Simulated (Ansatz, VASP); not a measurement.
# Two plane-wave programs on CaO

```
Ca O
1.0
     0.00000    2.36202    2.36202
     2.36202    0.00000    2.36202
     2.36202    2.36202    0.00000
Ca O
1 1
Direct
  0.00000 0.00000 0.00000
  0.50000 0.50000 0.50000
```

Alike in both runs: task single point; functional r2SCAN; k mesh 9 × 9 × 9; occupations methfessel-paxton of order 1, width 0.1379 eV; no spin polarisation.

```csv
,VASP,Ansatz
version,VASP 6.6.1,Ansatz 0.2.0
potentials or method,"VASP PAW PBE potentials, release 64 (Ca_sv, O_h), cutoff 910 eV",PAW plane waves
valence electrons in the cell,16,16
```

|  | VASP | Ansatz | Ansatz less VASP |
| --- | --- | --- | --- |
| gap on the k mesh at the Fermi level (eV) | 4.23 | 4.24 | +0.010 |

VASP's potentials were made for PBE, not for r2SCAN.

Noted on VASP's run: the cutoff is short for stress, so the pressure is rough.
